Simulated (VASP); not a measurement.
Crystal: TiB2.

```
Ti B
1.0
     3.02920    0.00000    0.00000
    -1.51460    2.62336    0.00000
     0.00000    0.00000    3.22840
Ti B
1 2
Direct
  0.00000 0.00000 0.00000
  0.66667 0.33333 0.50000
  0.33333 0.66667 0.50000
```

| Property | Result |
| --- | --- |
| Program | VASP 6.6.1 |
| Task | relaxation of cell and atoms |
| Functional | PBEsol |
| Dispersion | D4 |
| Potentials or basis | VASP PAW PBE potentials, release 64 (Ti_sv, B) |
| Cutoff | 600 eV |
| k mesh | 10 × 10 × 8 |
| Occupations | fermi-dirac, width 0.05 eV |
| Spin | no spin polarisation |

At the start: pressure -9.0 GPa; volume 8.55 Å³/atom.

**Question.** Where does the relaxation end?

**Answer.** Over 4 steps the energy falls by 9.7 meV/atom and the volume is 8.24 Å³/atom (-3.6 %); space group P6/mmm (No. 191, to 0.1 Å) before and after.

Step by step:
```
step  energy change (eV)  largest force (eV/Å)  pressure (GPa)  volume (Å³)
   1              0.0000                0.0000           -8.96        25.66
   2             -0.0042                0.0000            9.87        23.92
   3             -0.0277                0.0000            0.28        24.73
   4             -0.0292                0.0000           -0.01        24.73
```

Final structure:
```
Ti B
1.0
     3.00541    0.00000    0.00000
    -1.50271    2.60276    0.00000
     0.00000    0.00000    3.16127
Ti B
1 2
Direct
  0.00000 0.00000 0.00000
  0.66667 0.33333 0.50000
  0.33333 0.66667 0.50000
```

Caveat: the PAW data sets were made with another functional, which shifts forces and pressure a little.
